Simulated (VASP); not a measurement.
Co:

```
Co
1.0
     2.43717    0.00000    0.00000
    -1.21859    2.11065    0.00000
     0.00000    0.00000    7.97892
Co
4
Direct
  0.66667 0.33333 0.75000
  0.00000 0.00000 0.50000
  0.33333 0.66667 0.25000
  0.00000 0.00000 0.00000
```

Program: VASP 6.6.1. Alike in all runs: task single point; potentials or basis VASP PAW PBE potentials, release 64 (Co); spin collinear, ferromagnetic start; cell as given; k mesh 12 × 12 × 4; smearing fermi-dirac 0.05 eV.

Task: Order these runs on this cell by their pressure, lowest first.
A. level r2SCAN+D3(BJ); cutoff (eV) 520
B. level PBEsol+D3(BJ); cutoff (eV) 520
C. level revPBE; cutoff (eV) 520
D. level PBEsol; cutoff (eV) 520
E. level b88 exchange, pbe correlation; cutoff (eV) 600

Result: B (-3.9 GPa), D (2.4 GPa), A (6.8 GPa), E (12.8 GPa), C (18.3 GPa).

Caveats: the PAW data sets were made with another functional, which shifts forces and pressure a little; the cell stands under pressure (at least some runs); the cell stands under tension (at least some runs).
